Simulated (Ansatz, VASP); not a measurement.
**Two plane-wave programs on LiF**

```
CELL_PARAMETERS angstrom
3.08363 0.00000 0.00000
-1.54181 2.67050 0.00000
0.00000 0.00000 4.83556
ATOMIC_POSITIONS crystal
Li 0.33333 0.66667 0.38107
Li 0.66667 0.33333 0.88107
F 0.33333 0.66667 0.99393
F 0.66667 0.33333 0.49393
```

Alike in both runs: task single point; functional PBE; k mesh 9 × 9 × 6; occupations gaussian, width 0.05 eV; no spin polarisation.

```csv
,VASP,Ansatz
version,VASP 6.6.1,Ansatz 0.2.0
potentials or method,"VASP PAW PBE potentials, release 64 (Li_sv, F), cutoff 520 eV","scalar-relativistic, plane waves, PAW"
valence electrons in the cell,20,20
```

Ansatz gave:

```
gap on the k mesh at the Fermi level (eV) : 7.81
least direct gap on the mesh (eV)         : 7.81
```

Q: Estimate VASP's values.

A: gap on the k mesh at the Fermi level (eV): 7.80; least direct gap on the mesh (eV): 7.80.

The functional is the same, so the differences come from potentials, cutoffs and numerics.

Noted on VASP's run: the cutoff is short for stress, so the pressure is rough.
